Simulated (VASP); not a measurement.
Set up this calculation in VASP 6.6.1, as the native input.

```
Task                   : single point
Functional             : PBE
Potentials or basis    : VASP PAW PBE potentials, release 64 (Zn)
Cutoff                 : 520 eV
k mesh                 : 16 × 16 × 10
Occupations            : gaussian, width 0.1 eV
Spin                   : no spin polarisation
Dipole correction      : no
Further INCAR settings : ALGO = Fast; EDIFF = 1e-06; NBANDS = 19
```

The structure of Zn lies in POSCAR:

```
Zn
1.0
    1.9840475335      1.9840475335      0.0000000000
   -1.9840475335      1.9840475335      0.0000000000
    0.0000000000      0.0000000000      3.9680950671
Zn
2
Direct
    0.0000000000      0.0000000000      0.0000000000
    0.5000000000      0.5000000000      0.5000000000
```

This isn't the form of Zn at room conditions, which is hcp.

This cell differs from its parent crystal: equal strain along all axes, cell held: +1.0 %.

One way to write it, as run:

INCAR

```
ALGO     = Fast           # electronic algorithm
EDIFF    = 1E-6           # SCF threshold, eV
ENCUT    = 520            # plane-wave cutoff, eV
GGA      = PE             # functional
ISIF     = 2              # what is computed and relaxed
ISMEAR   = 0              # smearing method
LASPH    = True           # aspherical terms in the spheres
LCHARG   = True           # write CHGCAR
LELF     = True           # ELF
LREAL    = False          # projectors in reciprocal space
LVHAR    = True         
LWAVE    = False          # write WAVECAR
NBANDS   = 19             # bands
NELM     = 80             # most SCF steps
PREC     = Accurate       # precision mode
SIGMA    = 0.1            # smearing width, eV
```

KPOINTS

```
k-points
0
Gamma
  16 16 10
```

Potentials or basis: VASP PAW PBE potentials, release 64 (Zn).

Launch:

```bash
$ cat potpaw_PBE.64/Zn/POTCAR > POTCAR
$ mpirun -np 1 vasp_std > vasp.out
```

Results of the run:

* Pressure: -2.0 GPa
* Band gap on the k mesh: zero (bands 12 and 13 overlap by 3.66 eV)

Caveat: the cell differs from its parent crystal (equal strain along all axes, cell held: +1.0 %).

It took 3.3 min on 1 thread of AMD EPYC 7R13, with other jobs on the host, peak memory 0.22 GiB.
